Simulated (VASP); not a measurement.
**Te: single point with PBE**

The system is Te, a sheet with vacuum.

```
Te
1.0
     4.93020    0.00000    0.00000
    -2.46510    4.26968    0.00000
     0.00000    0.00000   26.68981
Te
2
Direct
  0.33333 0.66667 0.31469
  0.66667 0.33333 0.28479
```

The cell was built from a structure type or drawn by symmetry, and may not be a known phase.

| Item | Value |
| --- | --- |
| Program | VASP 6.6.1 |
| Task | single point |
| Functional | PBE |
| Potentials or basis | VASP PAW PBE potentials, release 64 (Te) |
| Cutoff | 520 eV |
| k mesh | 6 × 6 × 1 |
| Occupations | gaussian, width 0.1 eV |
| Spin | no spin polarisation |

| Property | Result |
| --- | --- |
| Largest force | 0.003 eV/Å |
| Band gap on the k mesh | zero (bands 6 and 7 overlap by 0.35 eV) |

Forces on the atoms (eV/Å):
```
Te   0.000  0.000 -0.003
Te   0.000  0.000  0.003
```

Levels at points of the mesh, in eV from the Fermi level:
```csv
k point,band 4,band 5,band 6,band 7,band 8,band 9
"(0.00, 0.00, 0.00)",-3.82,-2.79,-0.44,-0.13,-0.13,3.55
"(0.50, 0.00, 0.00)",-3.64,-1.99,-1.42,1.75,1.75,4.74
```

Wall time 2.6 min on 1 thread of Intel Xeon 8259CL, on a shared host, peak memory 0.61 GiB.

Caveat: spin-orbit coupling is left out, which moves the levels of the heavy elements.
